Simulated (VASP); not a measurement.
# BaTiO3 (P4mm) in VASP: further runs

BaTiO3 is run at these levels: PBE; tasks: single point.

All numbers are computed with VASP 6.6.1; they aren't measurements. Logs are shortened: lines on timing, memory, paths and dates and some standing lists are left out, and cuts for length are marked.

### 1 The cell of the first run

The structure is tetragonal, space group P4mm (No. 99). The conventional cell has a = 4.045 Å, b = 4.045 Å, c = 4.265 Å, α = 90.00°, β = 90.00°, γ = 90.00°. Ba (site symmetry 4mm) has 12 O at 2.84 to 3.04 Å and 8 Ti at 3.52 to 3.61 Å within 3.7 Å. Within 2.5 Å of Ti (site symmetry 4mm) lie 6 O at 1.84 to 2.43 Å. Within 2.5 Å of O (site symmetry 4mm) lie 2 Ti at 1.84 to 2.43 Å. Within 2.7 Å of O (site symmetry 2mm) lie 2 Ti at 2.03 Å.

### 2 Single point, PBE (strain +0.015 along x and y, +0.015 along z)

File INCAR:

```
PREC = Accurate
ENCUT = 1340
EDIFF = 1E-6
ISMEAR = 0
SIGMA = 0.05
LREAL = False
LASPH = True
NELM = 120
ALGO = Normal
ISIF = 2
LWAVE = False
LCHARG = False
GGA = PE
NBANDS = 28
GGA_COMPAT = False
```

File KPOINTS:

```
regular mesh
0
Gamma
  8 8 6
```

File POSCAR:

```
BaTiO3
1.0
    4.0451339662      0.0000000000      0.0000000000
    0.0000000000      4.0451339662      0.0000000000
    0.0000000000      0.0000000000      4.2648343547
Ba Ti O
1 1 3
Direct
    0.0000000000      0.0000000000      0.9863187693
    0.5000000000      0.5000000000      0.4690806688
    0.5000000000      0.5000000000      0.0378497747
    0.5000000000      0.0000000000      0.5173753936
    0.0000000000      0.5000000000      0.5173753936
```

Potentials or basis: VASP PAW PBE potentials, release 64 (Ba_sv, Ti_sv, O_h).

On the command line:

```
> cat potpaw_PBE.64/Ba_sv/POTCAR potpaw_PBE.64/Ti_sv/POTCAR potpaw_PBE.64/O_h/POTCAR > POTCAR
> mpirun -np 1 vasp_std > vasp.out
```

OUTCAR:

```text
PREC = Accurate
   ENCUT = 1340
   EDIFF = 1E-6
   ISMEAR = 0
   LREAL = False
   LASPH = True
   NELM = 120
   ISIF = 2
   GGA = PE

 ion  position               nearest neighbor table
   1  0.000  0.000  0.986-   4 2.84   5 2.84   5 2.84   4 2.84   3 2.87   3 2.87   3 2.87   3 2.87
                             4 3.04   5 3.04   5 3.04   4 3.04   2 3.52   2 3.52   2 3.52   2 3.52
   2  0.500  0.500  0.469-   3 1.84   4 2.03   5 2.03   4 2.03   5 2.03   1 3.52   1 3.52   1 3.52
                             1 3.52   1 3.61   1 3.61   1 3.61   1 3.61
   3  0.500  0.500  0.038-   2 1.84   1 2.87   1 2.87   1 2.87   1 2.87
   4  0.500  0.000  0.517-   2 2.03   2 2.03   1 2.84   1 2.84   1 3.04   1 3.04
   5  0.000  0.500  0.517-   2 2.03   2 2.03   1 2.84   1 2.84   1 3.04   1 3.04

  LATTYP: Found a simple tetragonal cell.
 ALAT       =     4.0451339662
 C/A-ratio  =     1.0543122651

  Lattice vectors:

 A1 = (   4.0451339662,   0.0000000000,   0.0000000000)
 A2 = (   0.0000000000,   4.0451339662,   0.0000000000)
 A3 = (   0.0000000000,   0.0000000000,   4.2648343547)

Analysis of symmetry for initial positions (statically):
=====================================================================
 Subroutine PRICEL returns:
 Original cell was already a primitive cell.

 Routine SETGRP: Setting up the symmetry group for a
 simple tetragonal supercell.

 Subroutine GETGRP returns: Found  8 space group operations
 (whereof  8 operations were pure point group operations)
 out of a pool of 16 trial point group operations.

The static configuration has the point symmetry C_4v.

Analysis of symmetry for dynamics (positions and initial velocities):
=====================================================================
 Subroutine PRICEL returns:
 Original cell was already a primitive cell.

 Routine SETGRP: Setting up the symmetry group for a
 simple tetragonal supercell.

 Subroutine GETGRP returns: Found  8 space group operations
 (whereof  8 operations were pure point group operations)
 out of a pool of 16 trial point group operations.

The dynamic configuration has the point symmetry C_4v.

 Subroutine INISYM returns: Found  8 space group operations
 (whereof  8 operations are pure point group operations),
 and found     1 'primitive' translations

----------------------------------------------------------------------------------------

                                     Primitive cell

  volume of cell :      69.7859

  direct lattice vectors                    reciprocal lattice vectors
     4.045133966  0.000000000  0.000000000     0.247210601  0.000000000  0.000000000
     0.000000000  4.045133966  0.000000000     0.000000000  0.247210601  0.000000000
     0.000000000  0.000000000  4.264834355     0.000000000  0.000000000  0.234475695

  length of vectors
     4.045133966  4.045133966  4.264834355     0.247210601  0.247210601  0.234475695

  position of ions in fractional coordinates (direct lattice)
     0.000000000  0.000000000  0.986318769
     0.500000000  0.500000000  0.469080669
     0.500000000  0.500000000  0.037849775
     0.500000000  0.000000000  0.517375394
     0.000000000  0.500000000  0.517375394

  ion indices of the primitive-cell ions
   primitive index   ion index
                 1           1
                 2           2
                 3           3
                 4           4
                 5           5

----------------------------------------------------------------------------------------

 KPOINTS: regular mesh

Automatic generation of k-mesh.
 Grid dimensions read from file:
 generate k-points for:    8    8    6

 Generating k-lattice:

  Cartesian coordinates                     Fractional coordinates (reciprocal lattice)
     0.030901325  0.000000000  0.000000000     0.125000000  0.000000000  0.000000000
     0.000000000  0.030901325  0.000000000     0.000000000  0.125000000  0.000000000
     0.000000000  0.000000000  0.039079283     0.000000000  0.000000000  0.166666667

  Length of vectors
     0.030901325  0.030901325  0.039079283

  Shift w.r.t. Gamma in fractional coordinates (k-lattice)
     0.000000000  0.000000000  0.000000000

 Subroutine IBZKPT returns following result:
 ===========================================

 Found     60 irreducible k-points:

 Following reciprocal coordinates:
            Coordinates               Weight
  0.000000  0.000000  0.000000      1.000000
  0.125000  0.000000  0.000000      4.000000
  0.250000  0.000000  0.000000      4.000000
  0.375000  0.000000  0.000000      4.000000
  0.500000  0.000000  0.000000      2.000000
  0.125000  0.125000  0.000000      4.000000
[... 16 lines left out ...]
  0.375000  0.125000  0.166667     16.000000
  0.500000  0.125000  0.166667      8.000000
 [... further k-points ...]
   k-points           NKPTS =     60   k-points in BZ     NKDIM =     60   number of bands    NBANDS=     28
   number of dos      NEDOS =    301   number of ions     NIONS =      5
   total plane-waves  NPLWV = 124416
   dimension x,y,z NGX =    48 NGY =   48 NGZ =   54
   dimension x,y,z NGXF=    96 NGYF=   96 NGZF=  108
   ions per type =               1   1   3
   NGX,Y,Z   is equivalent  to a cutoff of  19.73, 19.73, 21.05 a.u.
   NGXF,Y,Z  is equivalent  to a cutoff of  39.45, 39.45, 42.10 a.u.
 SYSTEM =  unknown system
   PREC   = accura    normal or accurate (medium, high low for compatibility)
   ISTART =      0    job   : 0-new  1-cont  2-samecut
   ICHARG =      2    charge: 1-file 2-atom 10-const
   ISPIN  =      1    spin polarized calculation?
   LNONCOLLINEAR =      F non collinear calculations
   LSORBIT =      F    spin-orbit coupling
   LASPH  =      T    aspherical Exc in radial PAW
   ENCUT  = 1340.0 eV  98.49 Ry    9.92 a.u.  12.07 12.07 12.73*2*pi/ulx,y,z
   NELM   =    120;   NELMIN=  2; NELMDL= -5     # of ELM steps
   EDIFF  = 0.1E-05   stopping-criterion for ELM
   LREAL  =      F    real-space projection
   EDIFFG = 0.1E-04   stopping-criterion for IOM
   NSW    =      0    number of steps for IOM
   IBRION =     -1    ionic relax: 0-MD 1-quasi-New 2-CG
   NFREE  =      0    steps in history (QN), initial steepest desc. (CG)
   ISIF   =      2    stress and relaxation
   ISYM   =      2    0-nonsym 1-usesym 2-fastsym
   POTIM  = 0.5000    time-step for ionic-motion
   TEBEG  =    0.0;   TEEND  =   0.0 temperature during run
   PSTRESS=    0.0 pullay stress
   NELECT =      40.0000    total number of electrons
   NUPDOWN=      -1.0000    fix difference up-down
   EMIN   =  10.00;   EMAX   =-10.00  energy-range for DOS
   EFERMI =   0.00;   METHOD = LEGACY
   ISMEAR =     0;   SIGMA  =   0.05  broadening in eV -4-tet -1-fermi 0-gaus
   EFERMI_NEDOS =   21; number of points for ismear=-14 and -15
   IALGO  =     38    algorithm
   IMIX   =      4    mixing-type and parameters
     AMIX     =   0.40;   BMIX     =  1.00
     AMIX_MAG =   1.60;   BMIX_MAG =  1.00
  volume/ion in A,a.u.               =      13.96        94.19
  Fermi-wavevector in a.u.,A,eV,Ry     =   1.359895  2.569830 25.161464  1.849315
  Thomas-Fermi vector in A             =   2.486604
   LORBIT       =      0    0 simple, 1 ext, 2 COOP (PROOUT), +10 PAW based schemes
   GGA     = PE    functional components
   LHFCALC =     F    Hartree Fock is set to
   AEXX    =    0.0000 exact exchange contribution
   IVDW    =     0    specifies the selected vdW correction
   LEPSILON=     F    determine dielectric tensor
   LRPA    =     F    only Hartree local field effects (RPA)
 non-spin polarized calculation
 Gauss-broadening in eV      SIGMA  =   0.05
  energy-cutoff  :     1340.00
  volume of cell :       69.79
 maximum number of plane-waves:      7808
   NGX = 25   NGY = 25   NGZ = 25

 number of electron      39.9999998 magnetization

 Free energy of the ion-electron system (eV)
  ---------------------------------------------------
  ext. energy  EPLUGINS =         0.00000000
  ---------------------------------------------------
  free energy    TOTEN  =       -40.03719883 eV

  energy without entropy =      -40.03719883  energy(sigma->0) =      -40.03719883

 E-fermi :   4.0226     XC(G=0): -10.7953

 val. band max:        3.7418426866   @ k =   0.5000   0.5000   0.5000
 cond. band min:       5.4416746557   @ k =   0.0000   0.0000   0.0000
 fundamental gap:      1.6998319691
 Fermi energy:         4.0225695602

 k-point     1 :       0.0000    0.0000    0.0000
  band No.  band energies     occupation
      1     -53.0834      2.00000
      2     -29.3820      2.00000
      3     -29.2610      2.00000
      4     -29.2610      2.00000
      5     -21.5588      2.00000
      6     -13.1595      2.00000
[... 20 lines left out ...]
     27       8.7601      0.00000
     28       9.9671      0.00000

 k-point     2 :       0.1250    0.0000    0.0000
  band No.  band energies     occupation
      1     -53.0833      2.00000
      2     -29.3818      2.00000
      3     -29.2673      2.00000
      4     -29.2608      2.00000
      5     -21.5464      2.00000
      6     -13.1602      2.00000
[... 20 lines left out ...]
     27       9.0297      0.00000
     28      10.3349      0.00000

 k-point     3 :       0.2500    0.0000    0.0000
  band No.  band energies     occupation
      1     -53.0830      2.00000
      2     -29.3812      2.00000
      3     -29.2823      2.00000
      4     -29.2603      2.00000
      5     -21.5162      2.00000
      6     -13.1936      2.00000
[... 20 lines left out ...]
     27       9.6918      0.00000
     28      11.3008      0.00000

 k-point     4 :       0.3750    0.0000    0.0000
  band No.  band energies     occupation
      1     -53.0827      2.00000
      2     -29.3805      2.00000
      3     -29.2972      2.00000
      4     -29.2597      2.00000
      5     -21.4855      2.00000
      6     -13.2592      2.00000
[... 578 lines left out ...]
     27      10.1567      0.00000
     28      11.1603      0.00000

 k-point    23 :       0.3750    0.1250    0.1667
  band No.  band energies     occupation
      1     -53.0825      2.00000
      2     -29.3858      2.00000
      3     -29.2965      2.00000
      4     -29.2656      2.00000
      5     -21.4671      2.00000
      6     -13.1271      2.00000
[... 20 lines left out ...]
     27      10.8617      0.00000
     28      11.6009      0.00000

 k-point    24 :       0.5000    0.1250    0.1667
  band No.  band energies     occupation
      1     -53.0824      2.00000
      2     -29.3855      2.00000
      3     -29.3026      2.00000
      4     -29.2654      2.00000
      5     -21.4555      2.00000
      6     -13.1454      2.00000
[... 20 lines left out ...]
     27      11.1666      0.00000
     28      11.7297      0.00000

 [... further k-points ...]

------------------------ aborting loop because EDIFF is reached ----------------------------------------

  FORCE on cell =-STRESS in cart. coord.  units (eV):
  Direction    XX          YY          ZZ          XY          YZ          ZX
  --------------------------------------------------------------------------------------
  -------------------------------------------------------------------------------------
  Total       -2.2304444     -2.2304444     -2.1735367      0.0000000      0.0000000      0.0000000
  in kB      -51.2075507    -51.2075507    -49.9010380      0.0000000      0.0000000      0.0000000
  external PRESSURE =     -50.7720465 kB  Pullay stress =       0.0000000 kB

 VOLUME and BASIS-vectors are now :
 -----------------------------------------------------------------------------
  energy-cutoff  :     1340.00
  volume of cell :       69.79
      direct lattice vectors                 reciprocal lattice vectors
     4.045133966  0.000000000  0.000000000     0.247210601  0.000000000  0.000000000
     0.000000000  4.045133966  0.000000000     0.000000000  0.247210601  0.000000000
     0.000000000  0.000000000  4.264834355     0.000000000  0.000000000  0.234475695

 POSITION                                       TOTAL-FORCE (eV/Angst)
 -----------------------------------------------------------------------------------
      0.00000      0.00000      4.20649         0.000000     -0.000000     -0.012561
      2.02257      2.02257      2.00055         0.000000      0.000000     -0.393452
      2.02257      2.02257      0.16142         0.000000     -0.000000      0.507316
      2.02257      0.00000      2.20652         0.000000     -0.000000     -0.050651
      0.00000      2.02257      2.20652        -0.000000     -0.000000     -0.050651
 -----------------------------------------------------------------------------------
    total drift:                                0.000000      0.000000     -0.000127

  FREE ENERGIE OF THE ION-ELECTRON SYSTEM (eV)
  ---------------------------------------------------
  free  energy   TOTEN  =       -40.0371988256 eV

  energy  without entropy=      -40.0371988256  energy(sigma->0) =      -40.03719883
```

Run time: 3.5 min. Hardware: 1 thread of Intel Xeon 6975P-C (Granite Rapids), shared host; peak memory 0.68 GiB.

What came out:

```
Free energy            : -40.0372 eV
Pressure               : -5.1 GPa
Largest force          : 0.507 eV/Å
Band gap on the k mesh : 1.70 eV (least direct gap 2.26 eV)
```

Forces in eV/Å, atoms in the order of the input:
```
Ba   0.000  0.000 -0.013
Ti   0.000  0.000 -0.393
O    0.000  0.000  0.507
O    0.000  0.000 -0.051
O    0.000  0.000 -0.051
```

Levels at points of the mesh, in eV from the valence-band top:
```
           k point  band 16  band 17  band 18  band 19  band 20  band 21  band 22  band 23  band 24  band 25
(0.00, 0.00, 0.00)    -1.67    -1.25    -0.94    -0.56    -0.56     1.70     2.31     2.31     3.71     3.93
(0.50, 0.00, 0.00)    -1.89    -1.88    -1.66    -1.56    -1.32     2.37     3.21     3.31     3.80     5.10
(0.50, 0.50, 0.00)    -2.84    -2.04    -1.17    -1.17    -0.06     3.34     3.34     3.66     3.81     6.99
(0.00, 0.00, 0.50)    -2.11    -2.02    -1.87    -0.73    -0.73     1.81     3.22     3.22     3.71     5.43
(0.50, 0.00, 0.50)    -2.47    -1.86    -1.18    -1.09    -0.50     3.23     3.25     3.48     4.43     6.59
(0.50, 0.50, 0.50)    -2.63    -2.63    -0.44    -0.44     0.00     3.69     3.69     3.80     5.68     6.16
```

Caveat: the cell differs from its parent crystal (strain +0.015 along x and y, +0.015 along z); the cell stands under tension; spin-orbit coupling is left out, which moves the levels of the heavy elements. A k mesh can miss the band edges.

(Continued in part 2 of 2.)
